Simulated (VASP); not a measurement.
# BN (F-43m) in VASP: notebook

BN is run at these levels: PBE; tasks: single point.

Program: VASP 6.6.1. These are calculated values, not measurements. Logs are shortened: lines on timing, memory, paths and dates and some standing lists are left out, and cuts for length are marked.

## (1) The cell of the first run

Symmetry: F-43m, No. 216, cubic system. The conventional cell has a = 3.588 Å, b = 3.588 Å, c = 3.588 Å, α = 90.00°, β = 90.00°, γ = 90.00°. Within 2.1 Å of B (site symmetry -43m) lie 4 N at 1.55 Å. N (site symmetry -43m) has 4 B at 1.55 Å within 2.1 Å.

## (2) Single point, PBE (volume scaled by 0.97)

Contents of INCAR:

```
PREC = Accurate
ENCUT = 520
EDIFF = 1E-7
ISMEAR = 0
SIGMA = 0.02
LREAL = F
LASPH = T
NELM = 60
ALGO = Normal
ISIF = 2
LWAVE = F
LCHARG = F
GGA = PE
NBANDS = 11
```

Contents of KPOINTS:

```
regular mesh
0
Gamma
  12 12 12
```

Contents of POSCAR:

```
BN
1.0
    0.0000000000      1.7940190518      1.7940190518
    1.7940190518      0.0000000000      1.7940190518
    1.7940190518      1.7940190518      0.0000000000
B N
1 1
Direct
    0.0000000000      0.0000000000      0.0000000000
    0.2500000000      0.2500000000      0.2500000000
```

Potentials or basis: VASP PAW PBE potentials, release 64 (B, N).

Launch:

```bash
$ cat potpaw_PBE.64/B/POTCAR potpaw_PBE.64/N/POTCAR > POTCAR
$ mpirun -np 1 vasp_std > vasp.out
```

OUTCAR:

```text
PREC = Accurate
   ENCUT = 520
   EDIFF = 1E-7
   ISMEAR = 0
   LREAL = F
   LASPH = T
   NELM = 60
   ISIF = 2
   GGA = PE

 ion  position               nearest neighbor table
   1  0.000  0.000  0.000-   2 1.55   2 1.55   2 1.55   2 1.55
   2  0.250  0.250  0.250-   1 1.55   1 1.55   1 1.55   1 1.55

  LATTYP: Found a face centered cubic cell.
 ALAT       =     3.5880381036

  Lattice vectors:

 A1 = (   0.0000000000,   1.7940190518,   1.7940190518)
 A2 = (   1.7940190518,   0.0000000000,   1.7940190518)
 A3 = (   1.7940190518,   1.7940190518,   0.0000000000)

Analysis of symmetry for initial positions (statically):
=====================================================================
 Subroutine PRICEL returns:
 Original cell was already a primitive cell.

 Routine SETGRP: Setting up the symmetry group for a
 face centered cubic supercell.

 Subroutine GETGRP returns: Found 24 space group operations
 (whereof 24 operations were pure point group operations)
 out of a pool of 48 trial point group operations.

The static configuration has the point symmetry T_d .

Analysis of symmetry for dynamics (positions and initial velocities):
=====================================================================
 Subroutine PRICEL returns:
 Original cell was already a primitive cell.

 Routine SETGRP: Setting up the symmetry group for a
 face centered cubic supercell.

 Subroutine GETGRP returns: Found 24 space group operations
 (whereof 24 operations were pure point group operations)
 out of a pool of 48 trial point group operations.

The dynamic configuration has the point symmetry T_d .

 Subroutine INISYM returns: Found 24 space group operations
 (whereof 24 operations are pure point group operations),
 and found     1 'primitive' translations

----------------------------------------------------------------------------------------

                                     Primitive cell

  volume of cell :      11.5481

  direct lattice vectors                    reciprocal lattice vectors
     0.000000000  1.794019052  1.794019052    -0.278703841  0.278703841  0.278703841
     1.794019052  0.000000000  1.794019052     0.278703841 -0.278703841  0.278703841
     1.794019052  1.794019052  0.000000000     0.278703841  0.278703841 -0.278703841

  length of vectors
     2.537126074  2.537126074  2.537126074     0.482729212  0.482729212  0.482729212

  position of ions in fractional coordinates (direct lattice)
     0.000000000  0.000000000  0.000000000
     0.250000000  0.250000000  0.250000000

  ion indices of the primitive-cell ions
   primitive index   ion index
                 1           1
                 2           2

[... 84 lines left out ...]
   EMIN   =  10.00;   EMAX   =-10.00  energy-range for DOS
   EFERMI =   0.00;   METHOD = LEGACY
   ISMEAR =     0;   SIGMA  =   0.02  broadening in eV -4-tet -1-fermi 0-gaus
   EFERMI_NEDOS =   21; number of points for ismear=-14 and -15
   IALGO  =     38    algorithm
   IMIX   =      4    mixing-type and parameters
     AMIX     =   0.40;   BMIX     =  1.00
     AMIX_MAG =   1.60;   BMIX_MAG =  1.00
  volume/ion in A,a.u.               =       5.77        38.97
  Fermi-wavevector in a.u.,A,eV,Ry     =   1.448553  2.737369 28.549191  2.098306
  Thomas-Fermi vector in A             =   2.566381
   LORBIT       =      0    0 simple, 1 ext, 2 COOP (PROOUT), +10 PAW based schemes
   GGA     = PE    functional components
   LHFCALC =     F    Hartree Fock is set to
   AEXX    =    0.0000 exact exchange contribution
   IVDW    =     0    specifies the selected vdW correction
   LEPSILON=     F    determine dielectric tensor
   LRPA    =     F    only Hartree local field effects (RPA)
 non-spin polarized calculation
 Gauss-broadening in eV      SIGMA  =   0.02
  energy-cutoff  :      520.00
  volume of cell :       11.55
 maximum number of plane-waves:       331
   NGX =  9   NGY =  9   NGZ =  9

 number of electron       7.9999998 magnetization

 Free energy of the ion-electron system (eV)
  ---------------------------------------------------
  ext. energy  EPLUGINS =         0.00000000
  ---------------------------------------------------
  free energy    TOTEN  =       -17.43670280 eV

  energy without entropy =      -17.43670280  energy(sigma->0) =      -17.43670280

 E-fermi :   7.7826     XC(G=0): -12.9333

 val. band max:        7.6820160350   @ k =   0.0000   0.0000   0.0000
 cond. band min:      12.1649291034   @ k =   0.5000   0.5000   0.0000
 fundamental gap:      4.4829130684
 Fermi energy:         7.7826179116

 k-point     1 :       0.0000    0.0000    0.0000
  band No.  band energies     occupation
      1     -12.8064      2.00000
      2       7.6820      2.00000
      3       7.6820      2.00000
      4       7.6820      2.00000
      5      16.6090      0.00000
      6      16.6090      0.00000
      7      16.6090      0.00000
      8      18.3993      0.00000
      9      32.8594      0.00000
     10      35.7258      0.00000
     11      35.7258      0.00000
[... 309 lines left out ...]
 k-point    24 :      -0.4167    0.1667    0.0000
  band No.  band energies     occupation
      1      -8.1104      2.00000
      2      -2.5094      2.00000
      3       3.4834      2.00000
      4       5.0563      2.00000
      5      17.1089      0.00000
      6      20.0949      0.00000
      7      20.1718      0.00000
      8      23.6676      0.00000
      9      29.0173      0.00000
     10      33.3136      0.00000
     11      34.8184      0.00000

 [... further k-points ...]

------------------------ aborting loop because EDIFF is reached ----------------------------------------

  FORCE on cell =-STRESS in cart. coord.  units (eV):
  Direction    XX          YY          ZZ          XY          YZ          ZX
  --------------------------------------------------------------------------------------
  -------------------------------------------------------------------------------------
  Total        0.8876003      0.8876003      0.8876003      0.0000000      0.0000000     -0.0000000
  in kB      123.1450290    123.1450290    123.1450290      0.0000000      0.0000000     -0.0000000
  external PRESSURE =     123.1450290 kB  Pullay stress =       0.0000000 kB

 VOLUME and BASIS-vectors are now :
 -----------------------------------------------------------------------------
  energy-cutoff  :      520.00
  volume of cell :       11.55
      direct lattice vectors                 reciprocal lattice vectors
     0.000000000  1.794019052  1.794019052    -0.278703841  0.278703841  0.278703841
     1.794019052  0.000000000  1.794019052     0.278703841 -0.278703841  0.278703841
     1.794019052  1.794019052  0.000000000     0.278703841  0.278703841 -0.278703841

 POSITION                                       TOTAL-FORCE (eV/Angst)
 -----------------------------------------------------------------------------------
      0.00000      0.00000      0.00000         0.000000      0.000000      0.000000
      0.89701      0.89701      0.89701        -0.000000     -0.000000     -0.000000
 -----------------------------------------------------------------------------------
    total drift:                                0.000000      0.000000      0.000000

  FREE ENERGIE OF THE ION-ELECTRON SYSTEM (eV)
  ---------------------------------------------------
  free  energy   TOTEN  =       -17.4367027999 eV

  energy  without entropy=      -17.4367027999  energy(sigma->0) =      -17.43670280
```

OSZICAR:

```text
N       E                     dE             d eps       ncg     rms          rms(c)
DAV:   1     0.985891671254E+01    0.98589E+01   -0.50945E+03  1640   0.735E+02
DAV:   2    -0.179561432876E+02   -0.27815E+02   -0.27021E+02  1909   0.166E+02
DAV:   3    -0.184369958885E+02   -0.48085E+00   -0.48020E+00  1875   0.184E+01
DAV:   4    -0.184375458283E+02   -0.54994E-03   -0.54993E-03  1704   0.697E-01
DAV:   5    -0.184375463173E+02   -0.48904E-06   -0.48905E-06  1836   0.206E-02    0.683E+00
DAV:   6    -0.175308094836E+02    0.90674E+00   -0.29002E+00  1659   0.995E+00    0.335E+00
DAV:   7    -0.174513955951E+02    0.79414E-01   -0.11459E-01  1785   0.277E+00    0.195E+00
DAV:   8    -0.174364176166E+02    0.14978E-01   -0.36483E-02  1757   0.140E+00    0.205E-01
DAV:   9    -0.174366137404E+02   -0.19612E-03   -0.92601E-04  1674   0.260E-01    0.857E-02
DAV:  10    -0.174366977653E+02   -0.84025E-04   -0.11830E-04  1712   0.928E-02    0.153E-02
DAV:  11    -0.174367027758E+02   -0.50106E-05   -0.86788E-06  1822   0.243E-02    0.106E-02
DAV:  12    -0.174367028010E+02   -0.25209E-07   -0.15113E-06  1757   0.844E-03    0.619E-04
DAV:  13    -0.174367027999E+02    0.10981E-08   -0.21922E-08   834   0.146E-03
   1 F= -.17436703E+02 E0= -.17436703E+02  d E =-.201137E-15
```

stdout:

```text
POSCAR found type information on POSCAR B N
 POSCAR found :  2 types and       2 ions
 scaLAPACK will be used
 LDA part: xc-table for (Slater+PW92), standard interpolation
 POSCAR, INCAR and KPOINTS ok, starting setup
 FFT: planning ... GRIDC
 FFT: planning ... GRID_SOFT
 FFT: planning ... GRID
 WAVECAR not read
 entering main loop
```

It took 17 s on 1 thread of AMD EPYC 7R43 (Zen 3), shared host; peak memory 0.09 GiB.

What came out:

```yaml
Free_energy: -17.4367 eV
Pressure: 12.3 GPa
Band_gap_on_the_k_mesh: 4.48 eV, indirect (least direct gap 8.93 eV)
```

 A k mesh can miss the band edges.

## (3) Single point, PBE (volume scaled by 0.94)

Contents of INCAR:

```
SYSTEM = BN
  PREC = Accurate
  ENCUT = 520
  EDIFF = 1E-6
  ISMEAR = 0
  SIGMA = 0.02
  LREAL = .False.
  LASPH = .True.
  NELM = 60
  ALGO = Normal
  ISIF = 2
  LWAVE = .False.
  LCHARG = .True.
  GGA = PE
  LELF = .True.
  LVHAR = .True.
  NBANDS = 11
```

Contents of KPOINTS:

```
regular mesh
0
Gamma
  12 12 12
  0 0 0
```

Contents of POSCAR:

```
BN
1.0
    0.0000000000      1.7753299942      1.7753299942
    1.7753299942      0.0000000000      1.7753299942
    1.7753299942      1.7753299942      0.0000000000
B N
1 1
Direct
    0.0000000000      0.0000000000      0.0000000000
    0.2500000000      0.2500000000      0.2500000000
```

Potentials or basis: VASP PAW PBE potentials, release 64 (B, N).

Launch:

```bash
$ cat potpaw_PBE.64/B/POTCAR potpaw_PBE.64/N/POTCAR > POTCAR
$ mpirun -np 1 vasp_std > vasp.out
```

Run time: 18 s. Hardware: 1 thread of AMD EPYC 7R43 (Zen 3), shared host; peak memory 0.09 GiB.

Results (log left out):

| Property | Result |
| --- | --- |
| Free energy | -17.3935 eV |
| Pressure | 26.2 GPa |
| Band gap on the k mesh | 4.51 eV, indirect (least direct gap 9.08 eV) |

Levels at points of the mesh, in eV from the valence-band top:
```
           k point  band 1  band 2  band 3  band 4  band 5  band 6  band 7  band 8
(0.00, 0.00, 0.00)  -20.86    0.00    0.00    0.00    9.08    9.08    9.08   11.24
(0.50, 0.00, 0.00)  -16.38  -11.20   -2.04   -2.04   10.86   11.00   11.00   15.81
(0.50, 0.50, 0.00)  -14.94   -9.28   -5.18   -5.18    4.51    9.53   18.76   18.76
```

[end of part 1 of 2]
